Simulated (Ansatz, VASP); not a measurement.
# One calculation of KBr, two programs

```
K Br
1.0
     0.00000    3.21019    3.21019
     3.29250   -0.08231    3.29250
     3.29250    3.29250   -0.08231
K Br
1 1
Cartesian
  0.0000 0.0000 0.0000
  3.2925 3.2102 3.2102
```

Change from the starting cell: strain -0.0500 x Voigt [0, 0, 0, 1, 0, 0], atoms carried along.

Alike in both runs: task single point; functional PBE; k mesh 6 × 6 × 6; occupations gaussian, width 0.05 eV; no spin polarisation.

|  | VASP | Ansatz |
| --- | --- | --- |
| version | VASP 6.6.1 | Ansatz 0.2.0 |
| potentials or method | VASP PAW PBE potentials, release 64 (K_sv, Br), cutoff 520 eV | scalar-relativistic, plane waves, PAW |
| valence electrons in the cell | 16 | 16 |

Ansatz gave:

| Quantity | Value |
| --- | --- |
| gap on the k mesh at the Fermi level (eV) | 4.39 |
| least direct gap on the mesh (eV) | 4.39 |
| pressure (GPa) | 0.8 |
| traceless stress, the component that is largest in VASP (GPa) | 0.25 |

Task: Estimate VASP's values.

Result: gap on the k mesh at the Fermi level (eV): 4.39; least direct gap on the mesh (eV): 4.39; pressure (GPa): 0.9; traceless stress, the component that is largest in VASP (GPa): 0.25.

With one functional, cell and mesh, what is left measures potentials, basis and numerics.
